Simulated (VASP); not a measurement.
Wanted: the native input for a VASP 6.6.1 run.

* Task: single point
* Functional: PBE
* Potentials or basis: VASP PAW PBE potentials, release 64 (Li_sv)
* Cutoff: 520 eV
* k mesh: 20 × 20 × 20
* Occupations: methfessel-paxton, width 0.1 eV
* Spin: no spin polarisation
* Dipole correction: no
* Further INCAR settings: ALGO = Fast; EDIFF = 1e-07; NBANDS = 10

The structure of Li lies in POSCAR:

```
Li
1.0
    3.4336062743      0.0000000000      0.0000000000
    0.0000000000      3.4336062743      0.0000000000
    0.0000000000      0.0000000000      3.4336062743
Li
2
Direct
    0.0000000000      0.0000000000      0.0000000000
    0.5000000000      0.5000000000      0.5000000000
```

One way to write it, as run:

INCAR

```
PREC     = Accurate       # precision mode
ENCUT    = 520            # plane-wave cutoff, eV
EDIFF    = 1E-7           # SCF threshold, eV
ISMEAR   = 1              # smearing method
SIGMA    = 0.1            # smearing width, eV
LREAL    = F              # projectors in reciprocal space
LASPH    = T              # aspherical terms in the spheres
NELM     = 60             # most SCF steps
ALGO     = Fast           # electronic algorithm
ISIF     = 2              # what is computed and relaxed
LWAVE    = F              # write WAVECAR
LCHARG   = F              # write CHGCAR
GGA      = PE             # functional
NBANDS   = 10             # bands
```

KPOINTS

```
Automatic mesh
0
Gamma
  20 20 20
```

Potentials or basis: VASP PAW PBE potentials, release 64 (Li_sv).

Command:

```sh
$ cat potpaw_PBE.64/Li_sv/POTCAR > POTCAR
$ mpirun -np 1 vasp_std > vasp.out
```

It gave:

```json
{
  "Band gap on the k mesh": "zero (bands 3 and 4 overlap by 4.53 eV)"
}
```

It took 2.4 min on 1 thread of Intel(R) Xeon(R) Platinum 8488C (Sapphire Rapids), on a shared host, peak memory 0.21 GiB.
